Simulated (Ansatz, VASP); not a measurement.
TaN: VASP beside Ansatz

```xyz
4
Lattice="2.9447 0.0000 0.0000 -1.4724 2.5502 0.0000 0.0000 0.0000 6.4322" Properties=species:S:1:pos:R:3 pbc="T T T"
Ta    0.0000    1.7001    0.1961
Ta    1.4724    0.8501    3.4122
N     0.0000    1.7001    2.2803
N     1.4724    0.8501    5.4964
```

Alike in both runs: task single point; functional PBE; k mesh 18 × 18 × 8; occupations gaussian, width 0.15 eV; no spin polarisation.

|  | VASP | Ansatz |
| --- | --- | --- |
| version | VASP 6.6.1 | Ansatz 0.2.0 |
| potentials or method | VASP PAW PBE potentials, release 64 (Ta_pv, N), cutoff 520 eV | scalar-relativistic, plane waves, PAW |
| valence electrons in the cell | 32 | 36 |

Ansatz gave:

| Property | Result |
| --- | --- |
| gap on the k mesh at the Fermi level (eV) | none |
| pressure (GPa) | 20.6 |
| traceless stress, the component that is largest in VASP (GPa) | -30.26 |
| rms of the force components (eV/Å) | 1.266 |

**Question.** Which values does VASP return?

**Answer.** gap on the k mesh at the Fermi level (eV): none; pressure (GPa): 21.5; traceless stress, the component that is largest in VASP (GPa): -30.11; rms of the force components (eV/Å): 1.286.

Atom by atom the forces differ by 0.020 eV/Å (rms over components). A gap of «none» marks a metal or a gap that the smearing closes. VASP's potentials hold 32 valence electrons a cell and Ansatz's 36, so a difference there can come from the potentials and not from the codes.

Neither program's run includes spin-orbit coupling.
